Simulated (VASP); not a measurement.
Input of a VASP 6.6.1 run:

INCAR

```
ALGO = Normal
EDIFF = 1E-6
ENCUT = 1300
GGA_COMPAT = F
ISIF = 2
ISMEAR = 0
LASPH = T
LCHARG = F
LREAL = F
LWAVE = F
NBANDS = 11
NELM = 120
PREC = Accurate
SIGMA = 0.02
```

File KPOINTS:

```
k-points
0
Gamma
  12 12 12
```

POSCAR

```
C
1.0
    0.0000000000      1.7657489870      1.7657489870
    1.7657489870      0.0000000000      1.7657489870
    1.7657489870      1.7657489870      0.0000000000
C
2
Direct
    0.5000000000      0.5000000000      0.5000000000
    0.7500000000      0.7500000000      0.7500000000
```

Potentials or basis: VASP PAW LDA potentials, release 64 (C_h).

The run is started by

```sh
$ cat potpaw_LDA.64/C_h/POTCAR > POTCAR
$ mpirun -np 1 vasp_std > vasp.out
```

Problem. Estimate the pressure.

Solution. 1.0 GPa.

Problem. What does it give for the band gap on the k mesh?

Solution. 4.20 eV (least direct gap 5.63 eV).

A k mesh can miss the band edges. LDA gaps usually lie below the measured ones, often by a third to a half.
